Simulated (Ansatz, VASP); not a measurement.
## Tl in VASP and in Ansatz

```
Tl
1.0
    -2.03805    2.03805    1.84395
     2.03805   -2.03805    1.84395
     2.03805    2.03805   -1.84395
Tl
1
Direct
  0.00000 0.00000 0.00000
```

Change from the starting cell: strain +0.050 along x and y, -0.050 along z, atoms carried along.

Alike in both runs: task single point; functional PBE; dispersion D3(BJ); k mesh 18 × 18 × 18; occupations gaussian, width 0.15 eV; no spin polarisation.

|  | VASP | Ansatz |
| --- | --- | --- |
| version | VASP 6.6.1 | Ansatz 0.2.0 |
| potentials or method | VASP PAW PBE potentials, release 64 (Tl_d), cutoff 520 eV | scalar-relativistic, plane waves, PAW |
| valence electrons in the cell | 13 | 13 |

Ansatz gave:

- gap on the k mesh at the Fermi level (eV): none
- pressure (GPa): -1.0
- traceless stress, the component that is largest in VASP (GPa): 0.52

Which values does VASP return?

gap on the k mesh at the Fermi level (eV): none; pressure (GPa): -1.1; traceless stress, the component that is largest in VASP (GPa): 0.52.

A gap of «none» marks a metal or a gap that the smearing closes.

Spin-orbit coupling is off throughout.
